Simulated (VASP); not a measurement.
InAs:

```
In As
1.0
     0.00000    2.96295    2.96295
     2.96295    0.00000    2.96295
     2.96295    2.96295    0.00000
In As
1 1
Cartesian
  0.0000 0.0000 0.0000
  1.4815 1.4815 1.4815
```

This cell differs from its parent crystal: strain -3.0%.

Base run:

```yaml
Program: VASP 6.6.1
Functional: r2SCAN
Potentials_or_basis: VASP PAW PBE potentials, release 64 (In_d, As)
Cutoff: 520 eV
k_mesh: 8 × 8 × 8
Occupations: fermi-dirac, width 0.02 eV
Spin: no spin polarisation
```

Its results: band gap on the k mesh 0.59 eV, direct; pressure 6.5 GPa.

**Question.** The run is repeated on the same cell with these changes: functional from r2SCAN to PBE. What comes out?

**Answer.** Band gap on the k mesh 0.12 eV, direct; pressure 8.6 GPa.

r2SCAN gives the wider gap, since meta-GGAs in the generalised Kohn-Sham scheme recover part of the derivative discontinuity.

Caveats: spin-orbit coupling is left out, which moves the levels of the heavy elements; the PAW data sets were made with another functional, which shifts forces and pressure a little (some runs).

